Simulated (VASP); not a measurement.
## CdS: single point with LDA

The system is CdS.

```
Cd S
1.0
     4.21750    0.00000    0.00000
    -2.10875    3.65246    0.00000
     0.00000    0.00000    6.74900
Cd S
2 2
Direct
  0.33333 0.66667 0.00000
  0.66667 0.33333 0.50000
  0.33333 0.66667 0.38500
  0.66667 0.33333 0.88500
```

This cell differs from its parent crystal: equal xx and yy strain of +2 %.

```yaml
Program: VASP 6.6.1
Task: single point
Functional: LDA
Potentials_or_basis: VASP PAW LDA potentials, release 64 (Cd, S)
Cutoff: 520 eV
k_mesh: 8 × 8 × 4
Occupations: fermi-dirac, width 0.02 eV
Spin: no spin polarisation
```

```
Pressure               : -4.4 GPa
Largest force          : 0.127 eV/Å
Band gap on the k mesh : 0.87 eV
```

Forces in eV/Å, atoms in the order of the input:
```
Cd   0.000  0.000  0.127
Cd   0.000  0.000  0.127
S    0.000  0.000 -0.127
S    0.000  0.000 -0.127
```

Stress tensor (GPa, compression positive):
```
-4.45  0.00  0.00
 0.00 -4.45  0.00
 0.00  0.00 -4.32
```

Levels at points of the mesh, in eV from the valence-band top:
| k point | band 14 | band 15 | band 16 | band 17 | band 18 | band 19 | band 20 | band 21 | band 22 | band 23 |
| --- | --- | --- | --- | --- | --- | --- | --- | --- | --- | --- |
| (0.00, 0.00, 0.00) | -0.73 | -0.73 | -0.02 | -0.02 | 0.00 | 0.87 | 2.34 | 6.22 | 6.22 | 6.76 |
| (0.50, 0.00, 0.00) | -3.48 | -2.46 | -1.82 | -1.17 | -0.78 | 3.45 | 3.56 | 4.99 | 6.14 | 6.98 |
| (0.00, 0.00, 0.50) | -2.36 | -0.39 | -0.39 | -0.39 | -0.39 | 2.49 | 2.49 | 5.93 | 5.93 | 6.56 |
| (0.50, 0.00, 0.50) | -4.05 | -1.33 | -1.33 | -1.18 | -1.18 | 3.28 | 3.28 | 5.12 | 5.12 | 7.55 |

Wall time 84 s on 1 thread of Intel Xeon 8259CL, with other jobs on the host, peak memory 0.22 GiB.

Caveat: the cell differs from its parent crystal (equal xx and yy strain of +2 %); the cell stands under tension.
